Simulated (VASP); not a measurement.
# KF (P4/mmm) in VASP: further runs

The runs below take KF through single point, with LDA.

All numbers are computed with VASP 6.6.1; they aren't measurements. Logs are shortened: lines on timing, memory, paths and dates and some standing lists are left out, and cuts for length are marked.

## (1) The cell of the first run

It takes space group P4/mmm (No. 123, tetragonal). Conventional cell: a = 3.308 Å, b = 3.308 Å, c = 3.259 Å, α = 90.00°, β = 90.00°, γ = 90.00°. Within 3.8 Å of K (site symmetry 4/mmm) lie 8 F at 2.85 Å and 6 K at 3.26 to 3.31 Å. F (site symmetry 4/mmm) has 8 K at 2.85 Å and 6 F at 3.26 to 3.31 Å within 3.8 Å.

## (2) Single point, LDA (strain +0.015 along x and y, +0.000 along z)

File INCAR:

```
SYSTEM = KF
  PREC = Accurate
  ENCUT = 520
  EDIFF = 1E-7
  ISMEAR = 0
  SIGMA = 0.05
  LREAL = .False.
  LASPH = .True.
  NELM = 80
  ALGO = Normal
  ISIF = 2
  LWAVE = .False.
  LCHARG = .False.
  GGA = CA
  NBANDS = 15
```

File KPOINTS:

```
Automatic mesh
0
Gamma
  8 8 8
  0 0 0
```

File POSCAR:

```
KF
1.0
    3.3078393250      0.0000000000      0.0000000000
    0.0000000000      3.3078393250      0.0000000000
    0.0000000000      0.0000000000      3.2589550000
K F
1 1
Direct
    0.0000000000      0.0000000000      0.0000000000
    0.5000000000      0.5000000000      0.5000000000
```

Potentials or basis: VASP PAW LDA potentials, release 64 (K_sv, F).

Run with:

```
cat potpaw_LDA.64/K_sv/POTCAR potpaw_LDA.64/F/POTCAR > POTCAR
mpirun -np 1 vasp_std > vasp.out
```

OUTCAR:

```text
SYSTEM = KF
   PREC = Accurate
   ENCUT = 520
   EDIFF = 1E-7
   ISMEAR = 0
   LREAL = .False.
   LASPH = .True.
   NELM = 80
   ISIF = 2
   GGA = CA

 ion  position               nearest neighbor table
   1  0.000  0.000  0.000-   2 2.85   2 2.85   2 2.85   2 2.85   2 2.85   2 2.85   2 2.85   2 2.85

   2  0.500  0.500  0.500-   1 2.85   1 2.85   1 2.85   1 2.85   1 2.85   1 2.85   1 2.85   1 2.85

  LATTYP: Found a simple tetragonal cell.
 ALAT       =     3.3078393250
 C/A-ratio  =     0.9852216749

  Lattice vectors:

 A1 = (   3.3078393250,   0.0000000000,   0.0000000000)
 A2 = (   0.0000000000,   3.3078393250,   0.0000000000)
 A3 = (   0.0000000000,   0.0000000000,   3.2589550000)

Analysis of symmetry for initial positions (statically):
=====================================================================
 Subroutine PRICEL returns:
 Original cell was already a primitive cell.

 Routine SETGRP: Setting up the symmetry group for a
 simple tetragonal supercell.

 Subroutine GETGRP returns: Found 16 space group operations
 (whereof 16 operations were pure point group operations)
 out of a pool of 16 trial point group operations.

The static configuration has the point symmetry D_4h.

Analysis of symmetry for dynamics (positions and initial velocities):
=====================================================================
 Subroutine PRICEL returns:
 Original cell was already a primitive cell.

 Routine SETGRP: Setting up the symmetry group for a
 simple tetragonal supercell.

 Subroutine GETGRP returns: Found 16 space group operations
 (whereof 16 operations were pure point group operations)
 out of a pool of 16 trial point group operations.

The dynamic configuration has the point symmetry D_4h.

 Subroutine INISYM returns: Found 16 space group operations
 (whereof 16 operations are pure point group operations),
 and found     1 'primitive' translations

----------------------------------------------------------------------------------------

                                     Primitive cell

  volume of cell :      35.6588

  direct lattice vectors                    reciprocal lattice vectors
     3.307839325  0.000000000  0.000000000     0.302312144  0.000000000  0.000000000
     0.000000000  3.307839325  0.000000000     0.000000000  0.302312144  0.000000000
     0.000000000  0.000000000  3.258955000     0.000000000  0.000000000  0.306846827

  length of vectors
     3.307839325  3.307839325  3.258955000     0.302312144  0.302312144  0.306846827

  position of ions in fractional coordinates (direct lattice)
     0.000000000  0.000000000  0.000000000
     0.500000000  0.500000000  0.500000000

  ion indices of the primitive-cell ions
   primitive index   ion index
                 1           1
                 2           2

----------------------------------------------------------------------------------------

 KPOINTS: Automatic mesh

Automatic generation of k-mesh.
 Grid dimensions read from file:
 generate k-points for:    8    8    8

 Generating k-lattice:

  Cartesian coordinates                     Fractional coordinates (reciprocal lattice)
     0.037789018  0.000000000  0.000000000     0.125000000  0.000000000  0.000000000
     0.000000000  0.037789018  0.000000000     0.000000000  0.125000000  0.000000000
     0.000000000  0.000000000  0.038355853     0.000000000  0.000000000  0.125000000

  Length of vectors
     0.037789018  0.037789018  0.038355853

  Shift w.r.t. Gamma in fractional coordinates (k-lattice)
     0.000000000  0.000000000  0.000000000

 Subroutine IBZKPT returns following result:
 ===========================================

 Found     75 irreducible k-points:

 Following reciprocal coordinates:
            Coordinates               Weight
  0.000000  0.000000  0.000000      1.000000
  0.125000  0.000000  0.000000      4.000000
  0.250000  0.000000  0.000000      4.000000
  0.375000  0.000000  0.000000      4.000000
  0.500000  0.000000  0.000000      2.000000
  0.125000  0.125000  0.000000      4.000000
[... 16 lines left out ...]
  0.375000  0.125000  0.125000     16.000000
  0.500000  0.125000  0.125000      8.000000
 [... further k-points ...]
   k-points           NKPTS =     75   k-points in BZ     NKDIM =     75   number of bands    NBANDS=     15
   number of dos      NEDOS =    301   number of ions     NIONS =      2
   total plane-waves  NPLWV =  18816
   dimension x,y,z NGX =    28 NGY =   28 NGZ =   24
   dimension x,y,z NGXF=    56 NGYF=   56 NGZF=   48
   ions per type =               1   1
   NGX,Y,Z   is equivalent  to a cutoff of  14.07, 14.07, 12.24 a.u.
   NGXF,Y,Z  is equivalent  to a cutoff of  28.14, 28.14, 24.49 a.u.
 SYSTEM =  KF
   PREC   = accura    normal or accurate (medium, high low for compatibility)
   ISTART =      0    job   : 0-new  1-cont  2-samecut
   ICHARG =      2    charge: 1-file 2-atom 10-const
   ISPIN  =      1    spin polarized calculation?
   LNONCOLLINEAR =      F non collinear calculations
   LSORBIT =      F    spin-orbit coupling
   LASPH  =      T    aspherical Exc in radial PAW
   ENCUT  =  520.0 eV  38.22 Ry    6.18 a.u.   6.15  6.15  6.06*2*pi/ulx,y,z
   NELM   =     80;   NELMIN=  2; NELMDL= -5     # of ELM steps
   EDIFF  = 0.1E-06   stopping-criterion for ELM
   LREAL  =      F    real-space projection
   EDIFFG = 0.1E-05   stopping-criterion for IOM
   NSW    =      0    number of steps for IOM
   IBRION =     -1    ionic relax: 0-MD 1-quasi-New 2-CG
   NFREE  =      0    steps in history (QN), initial steepest desc. (CG)
   ISIF   =      2    stress and relaxation
   ISYM   =      2    0-nonsym 1-usesym 2-fastsym
   POTIM  = 0.5000    time-step for ionic-motion
   TEBEG  =    0.0;   TEEND  =   0.0 temperature during run
   PSTRESS=    0.0 pullay stress
   NELECT =      16.0000    total number of electrons
   NUPDOWN=      -1.0000    fix difference up-down
   EMIN   =  10.00;   EMAX   =-10.00  energy-range for DOS
   EFERMI =   0.00;   METHOD = LEGACY
   ISMEAR =     0;   SIGMA  =   0.05  broadening in eV -4-tet -1-fermi 0-gaus
   EFERMI_NEDOS =   21; number of points for ismear=-14 and -15
   IALGO  =     38    algorithm
   IMIX   =      4    mixing-type and parameters
     AMIX     =   0.40;   BMIX     =  1.00
     AMIX_MAG =   1.60;   BMIX_MAG =  1.00
  volume/ion in A,a.u.               =      17.83       120.32
  Fermi-wavevector in a.u.,A,eV,Ry     =   1.253312  2.368416 21.371899  1.570790
  Thomas-Fermi vector in A             =   2.387171
   LORBIT       =      0    0 simple, 1 ext, 2 COOP (PROOUT), +10 PAW based schemes
   GGA     = CA    functional components
   LHFCALC =     F    Hartree Fock is set to
   AEXX    =    0.0000 exact exchange contribution
   IVDW    =     0    specifies the selected vdW correction
   LEPSILON=     F    determine dielectric tensor
   LRPA    =     F    only Hartree local field effects (RPA)
 non-spin polarized calculation
 Gauss-broadening in eV      SIGMA  =   0.05
  energy-cutoff  :      520.00
  volume of cell :       35.66
 maximum number of plane-waves:       984
 NGX is ok and might be reduce to    28
   NGX = 13   NGY = 13   NGZ = 13

 number of electron      16.0000008 magnetization

 Free energy of the ion-electron system (eV)
  ---------------------------------------------------
  ext. energy  EPLUGINS =         0.00000000
  ---------------------------------------------------
  free energy    TOTEN  =        -8.82969850 eV

  energy without entropy =       -8.82969850  energy(sigma->0) =       -8.82969850

 E-fermi :  -2.2533     XC(G=0):  -9.5808

 val. band max:       -2.5185417657   @ k =   0.5000   0.5000   0.0000
 cond. band min:       3.1627318951   @ k =   0.0000   0.0000   0.0000
 fundamental gap:      5.6812736608
 Fermi energy:        -2.2533324141

 k-point     1 :       0.0000    0.0000    0.0000
  band No.  band energies     occupation
      1     -29.1304      2.00000
      2     -20.9913      2.00000
      3     -12.4231      2.00000
      4     -12.4231      2.00000
      5     -12.3872      2.00000
      6      -2.6228      2.00000
      7      -2.6228      2.00000
      8      -2.5719      2.00000
      9       3.1627      0.00000
     10       5.4710      0.00000
     11       5.5075      0.00000
     12      11.0433      0.00000
     13      11.1463      0.00000
     14      11.1463      0.00000
     15      17.4133      0.00000

 k-point     2 :       0.1250    0.0000    0.0000
  band No.  band energies     occupation
      1     -29.1137      2.00000
      2     -20.9953      2.00000
      3     -12.5233      2.00000
      4     -12.4079      2.00000
      5     -12.3726      2.00000
      6      -2.8277      2.00000
      7      -2.6386      2.00000
      8      -2.5855      2.00000
      9       3.5713      0.00000
     10       5.6163      0.00000
     11       5.8123      0.00000
     12      10.7790      0.00000
     13      10.8809      0.00000
     14      11.1928      0.00000
     15      16.3995      0.00000

 k-point     3 :       0.2500    0.0000    0.0000
  band No.  band energies     occupation
      1     -29.0730      2.00000
      2     -21.0052      2.00000
      3     -12.7544      2.00000
      4     -12.3707      2.00000
      5     -12.3369      2.00000
      6      -3.2637      2.00000
      7      -2.6779      2.00000
      8      -2.6195      2.00000
      9       4.5803      0.00000
     10       5.9337      0.00000
     11       6.6320      0.00000
     12      10.2424      0.00000
     13      10.3400      0.00000
     14      11.3086      0.00000
     15      14.9853      0.00000

 k-point     4 :       0.3750    0.0000    0.0000
  band No.  band energies     occupation
      1     -29.0317      2.00000
      2     -21.0165      2.00000
      3     -12.9719      2.00000
      4     -12.3329      2.00000
      5     -12.3008      2.00000
      6      -3.6425      2.00000
      7      -2.7188      2.00000
      8      -2.6549      2.00000
      9       5.7202      0.00000
     10       6.3087      0.00000
     11       7.4350      0.00000
     12       9.8024      0.00000
     13       9.8946      0.00000
     14      11.4298      0.00000
     15      13.9618      0.00000
[... 307 lines left out ...]
 k-point    22 :       0.2500    0.1250    0.1250
  band No.  band energies     occupation
      1     -29.0405      2.00000
      2     -20.9900      2.00000
      3     -12.7538      2.00000
      4     -12.4718      2.00000
      5     -12.4527      2.00000
      6      -3.2051      2.00000
      7      -2.7823      2.00000
      8      -2.7348      2.00000
      9       5.0973      0.00000
     10       6.4371      0.00000
     11       6.9505      0.00000
     12       9.7668      0.00000
     13       9.8820      0.00000
     14      10.5174      0.00000
     15      15.4915      0.00000

 k-point    23 :       0.3750    0.1250    0.1250
  band No.  band energies     occupation
      1     -29.0012      2.00000
      2     -20.9883      2.00000
      3     -12.9856      2.00000
      4     -12.4515      2.00000
      5     -12.4235      2.00000
      6      -3.4970      2.00000
      7      -2.8214      2.00000
      8      -2.7111      2.00000
      9       6.0557      0.00000
     10       6.7556      0.00000
     11       7.4381      0.00000
     12       9.2323      0.00000
     13       9.8656      0.00000
     14      10.5063      0.00000
     15      14.2600      0.00000

 k-point    24 :       0.5000    0.1250    0.1250
  band No.  band energies     occupation
      1     -28.9847      2.00000
      2     -20.9879      2.00000
      3     -13.0779      2.00000
      4     -12.4475      2.00000
      5     -12.4069      2.00000
      6      -3.6117      2.00000
      7      -2.8407      2.00000
      8      -2.6986      2.00000
      9       6.7017      0.00000
     10       6.9130      0.00000
     11       7.1865      0.00000
     12       9.0198      0.00000
     13      10.3085      0.00000
     14      10.5004      0.00000
     15      13.6235      0.00000

 [... further k-points ...]
[... 5 lines left out ...]
  --------------------------------------------------------------------------------------
  -------------------------------------------------------------------------------------
  Total       -1.4797125     -1.4797125     -1.2153753      0.0000000     -0.0000000      0.0000000
  in kB      -66.4845529    -66.4845529    -54.6076893      0.0000000     -0.0000000      0.0000000
  external PRESSURE =     -62.5255984 kB  Pullay stress =       0.0000000 kB

 VOLUME and BASIS-vectors are now :
 -----------------------------------------------------------------------------
  energy-cutoff  :      520.00
  volume of cell :       35.66
      direct lattice vectors                 reciprocal lattice vectors
     3.307839325  0.000000000  0.000000000     0.302312144  0.000000000  0.000000000
     0.000000000  3.307839325  0.000000000     0.000000000  0.302312144  0.000000000
     0.000000000  0.000000000  3.258955000     0.000000000  0.000000000  0.306846827

 POSITION                                       TOTAL-FORCE (eV/Angst)
 -----------------------------------------------------------------------------------
      0.00000      0.00000      0.00000         0.000000      0.000000      0.000000
      1.65392      1.65392      1.62948         0.000000      0.000000      0.000000
 -----------------------------------------------------------------------------------
    total drift:                                0.000000      0.000000      0.000000

  FREE ENERGIE OF THE ION-ELECTRON SYSTEM (eV)
  ---------------------------------------------------
  free  energy   TOTEN  =        -8.8296984990 eV

  energy  without entropy=       -8.8296984990  energy(sigma->0) =       -8.82969850
```

Wall time 35 s (1 thread of Intel Xeon Platinum 8259CL at 2.50GHz (Skylake/Cascade Lake), shared host); peak memory 0.16 GiB.

Results:

```
Free energy            : -8.8297 eV
Pressure               : -6.3 GPa
Band gap on the k mesh : 5.68 eV, indirect (least direct gap 5.73 eV)
```

Caveat: the cell differs from its parent crystal (strain +0.015 along x and y, +0.000 along z).

## (3) Single point, LDA (strain +0.030 along x and y, +0.000 along z)

File INCAR:

```
ALGO = Normal
EDIFF = 1E-6
ENCUT = 520
ISIF = 2
ISMEAR = 0
LASPH = T
LCHARG = F
LREAL = F
LWAVE = F
NBANDS = 15
NELM = 60
PREC = Accurate
SIGMA = 0.05
```

File KPOINTS:

```
k-points
0
Gamma
  8 8 8
```

File POSCAR:

```
KF
1.0
    3.3567236500      0.0000000000      0.0000000000
    0.0000000000      3.3567236500      0.0000000000
    0.0000000000      0.0000000000      3.2589550000
K F
1 1
Direct
    0.0000000000      0.0000000000      0.0000000000
    0.5000000000      0.5000000000      0.5000000000
```

Potentials or basis: VASP PAW LDA potentials, release 64 (K_sv, F).

Run with:

```
cat potpaw_LDA.64/K_sv/POTCAR potpaw_LDA.64/F/POTCAR > POTCAR
mpirun -np 1 vasp_std > vasp.out
```

Run time: 36 s. Hardware: 1 thread of Intel Xeon Platinum 8259CL at 2.50GHz (Skylake/Cascade Lake), shared host; peak memory 0.16 GiB.

It converged, with:

- Free energy: -8.7842 eV
- Pressure: -6.7 GPa
- Band gap on the k mesh: 5.46 eV, indirect (least direct gap 5.52 eV)

Stress tensor (GPa, compression positive):
```
-7.46  0.00  0.00
 0.00 -7.46  0.00
 0.00  0.00 -5.19
```

Levels at points of the mesh, in eV from the valence-band top:
| k point | band 5 | band 6 | band 7 | band 8 | band 9 | band 10 | band 11 | band 12 |
| --- | --- | --- | --- | --- | --- | --- | --- | --- |
| (0.00, 0.00, 0.00) | -9.99 | -0.15 | -0.15 | -0.05 | 5.46 | 7.90 | 7.97 | 13.28 |
| (0.50, 0.00, 0.00) | -9.90 | -1.26 | -0.26 | -0.14 | 8.55 | 8.90 | 9.88 | 11.97 |
| (0.50, 0.50, 0.00) | -9.84 | -0.67 | -0.67 | 0.00 | 8.18 | 8.35 | 11.68 | 11.68 |
| (0.00, 0.00, 0.50) | -9.94 | -1.26 | -0.24 | -0.24 | 8.80 | 9.02 | 10.01 | 11.78 |
| (0.50, 0.00, 0.50) | -9.87 | -0.70 | -0.66 | -0.09 | 7.95 | 8.50 | 11.25 | 11.47 |
| (0.50, 0.50, 0.50) | -10.52 | -1.05 | -1.03 | -1.03 | 9.82 | 9.82 | 10.14 | 14.03 |

Caveat: the cell differs from its parent crystal (strain +0.030 along x and y, +0.000 along z). A k mesh can miss the band edges.

## (4) Single point, LDA (strain +0.015 along x and y, +0.030 along z)

File INCAR:

```
  PREC = Accurate
  ENCUT = 520
  EDIFF = 1E-6
  ISMEAR = 0
  SIGMA = 0.05
  LREAL = False
  LASPH = True
  NELM = 80
  ALGO = Normal
  ISIF = 2
  LWAVE = False
  LCHARG = False
  NBANDS = 15
```

File KPOINTS:

```
regular mesh
0
Gamma
  8 8 8
```

File POSCAR:

```
KF
1.0
    3.3078393250      0.0000000000      0.0000000000
    0.0000000000      3.3078393250      0.0000000000
    0.0000000000      0.0000000000      3.3567236500
K F
1 1
Direct
    0.0000000000      0.0000000000      0.0000000000
    0.5000000000      0.5000000000      0.5000000000
```

Run with:

```
cat potpaw_LDA.64/K_sv/POTCAR potpaw_LDA.64/F/POTCAR > POTCAR
mpirun -np 1 vasp_std > vasp.out
```

Run time: 41 s. Hardware: 1 thread of Intel Xeon Platinum 8259CL at 2.50GHz (Skylake/Cascade Lake), shared host; peak memory 0.16 GiB.

Results (log left out):

```yaml
Free_energy: -8.7877 eV
Pressure: -6.7 GPa
Band_gap_on_the_k_mesh: 5.51 eV, indirect (least direct gap 5.57 eV)
```

Stress tensor (GPa, compression positive):
```
-6.33  0.00  0.00
 0.00 -6.33  0.00
 0.00  0.00 -7.47
```

Levels at points of the mesh, in eV from the valence-band top:
```
           k point  band 4  band 5  band 6  band 7  band 8  band 9  band 10  band 11  band 12  band 13
(0.00, 0.00, 0.00)   -9.97   -9.97   -0.11   -0.06   -0.06    5.51     7.97     8.00    13.44    13.44
(0.50, 0.00, 0.00)   -9.89   -9.87   -1.21   -0.20   -0.14    8.73     9.01     9.99    11.93    12.01
(0.50, 0.50, 0.00)  -10.69   -9.82   -0.63   -0.63   -0.04    8.00     8.55    11.41    11.41    13.27
(0.00, 0.00, 0.50)   -9.88   -9.88   -1.21   -0.15   -0.15    8.61     8.94     9.94    12.11    12.11
(0.50, 0.00, 0.50)  -10.64   -9.80   -0.64   -0.62    0.00    8.12     8.47    11.52    11.62    13.12
(0.50, 0.50, 0.50)  -10.53  -10.46   -0.99   -0.99   -0.99    9.88    10.04    10.04    14.08    14.16
```

Caveat: the cell differs from its parent crystal (strain +0.015 along x and y, +0.030 along z). A k mesh can miss the band edges.

## (5) Summary

```tsv
cell	gap on the mesh (eV)	pressure (GPa)
a = 3.308, b = 3.308, c = 3.259 Å, 2 atoms	5.68	-6.3
a = 3.357, b = 3.357, c = 3.259 Å, 2 atoms	5.46	-6.7
a = 3.308, b = 3.308, c = 3.357 Å, 2 atoms	5.51	-6.7
```

Alike in all rows: task single point; level LDA; potentials or basis VASP PAW LDA potentials, release 64 (K_sv, F); no spin polarisation; k mesh 8 × 8 × 8; cutoff (eV) 520; smearing gaussian 0.05 eV.

Absolute energies hang on the potentials; compare differences alone.
